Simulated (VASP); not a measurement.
Wanted: the native input for a VASP 6.6.1 run.

```
Task                   : relaxation of cell and atoms
Functional             : PBE
Potentials or basis    : VASP PAW PBE potentials, release 64 (Ga_d, N)
Cutoff                 : 600 eV
k mesh                 : 6 × 6 × 4
Occupations            : gaussian, width 0.1 eV
Spin                   : no spin polarisation
Dipole correction      : no
Further INCAR settings : ALGO = Normal; EDIFF = 1e-07; IBRION = 2; EDIFFG = -0.04; NSW = 60; ISIF = 3
```

The structure of GaN lies in POSCAR:

```
GaN
1.0
    3.1889305100      0.0000000000      0.0000000000
   -1.5944652600      2.7616946700      0.0000000000
    0.0000000000      0.0000000000      5.1923570600
Ga N
2 2
Direct
    0.6666666900      0.3333333400      0.4990837000
    0.3333333400      0.6666666900      0.9990837000
    0.6666666900      0.3333333400      0.8759163000
    0.3333333400      0.6666666900      0.3759163000
```

These files were run (other wordings do the same):

INCAR

```
PREC = Accurate
ENCUT = 600
EDIFF = 1E-7
ISMEAR = 0
SIGMA = 0.1
LREAL = F
LASPH = T
NELM = 120
ALGO = Normal
ISIF = 3
LWAVE = F
LCHARG = F
GGA = PE
IBRION = 2
NSW = 60
EDIFFG = -0.04
GGA_COMPAT = F
NELMIN = 4
```

KPOINTS

```
Automatic mesh
0
Gamma
  6 6 4
```

Potentials or basis: VASP PAW PBE potentials, release 64 (Ga_d, N).

The run is started by

```console
$ cat potpaw_PBE.64/Ga_d/POTCAR potpaw_PBE.64/N/POTCAR > POTCAR
$ mpirun -np 1 vasp_std > vasp.out
```

It gave:

- Relaxed volume: 11.76 Å³/atom
- Relaxed cell: a = 3.219 Å, b = 3.219 Å, c = 5.241 Å, α = 90.00°, β = 90.00°, γ = 120.00°
- Space group after relaxing (to 0.05 Å): P6_3mc (No. 186)
- Energy gained by relaxing: 4.9 meV/atom
- Ionic steps: 3
- Pressure after relaxing: 0.0 GPa
- Band gap on the k mesh: 1.72 eV, direct

It took 2.2 min on 1 thread of Intel(R) Xeon(R) Platinum 8259CL CPU @ 2.50GHz (Skylake/Cascade Lake) (shared host), peak memory 0.19 GiB.
